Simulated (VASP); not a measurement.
Runs of VASP 6.6.1 on Ti. The structure is that of space group P6_3/mmc (No. 194), or close to it. The cells are those of the table. 

```tsv
cell	gap on the mesh (eV)	pressure (GPa)
a = 2.930, b = 2.930, c = 4.649 Å, angles 90.0, 90.0, 120.0°, 2 atoms	none	0.4
a = 2.890, b = 2.890, c = 4.584 Å, angles 90.0, 90.0, 120.0°, 2 atoms	none	5.5
a = 2.989, b = 2.989, c = 4.742 Å, angles 90.0, 90.0, 120.0°, 2 atoms	none	-5.6
a = 2.970, b = 2.970, c = 4.711 Å, angles 90.0, 90.0, 120.0°, 2 atoms	none	(b)
a = 2.910, b = 2.910, c = 4.617 Å, angles 90.0, 90.0, 120.0°, 2 atoms	none	2.8
a = 3.008, b = 3.008, c = 4.772 Å, angles 90.0, 90.0, 120.0°, 2 atoms	none	(a)
a = 2.950, b = 2.950, c = 4.680 Å, angles 90.0, 90.0, 120.0°, 2 atoms	none	-1.8
```

Alike in all rows: task single point; level PBE; potentials or basis VASP PAW PBE potentials, release 64 (Ti_sv); no spin polarisation; k mesh 11 × 11 × 6; cutoff (eV) 520; smearing methfessel-paxton 0.2 eV.

Task: Fill in the values left out.

Result: (a) -7.2; (b) -3.7.

Caveats: the cell stands under tension (at least some runs); the cell stands under pressure (at least some runs).

A gap of «none» marks levels without a gap at the run's occupations.
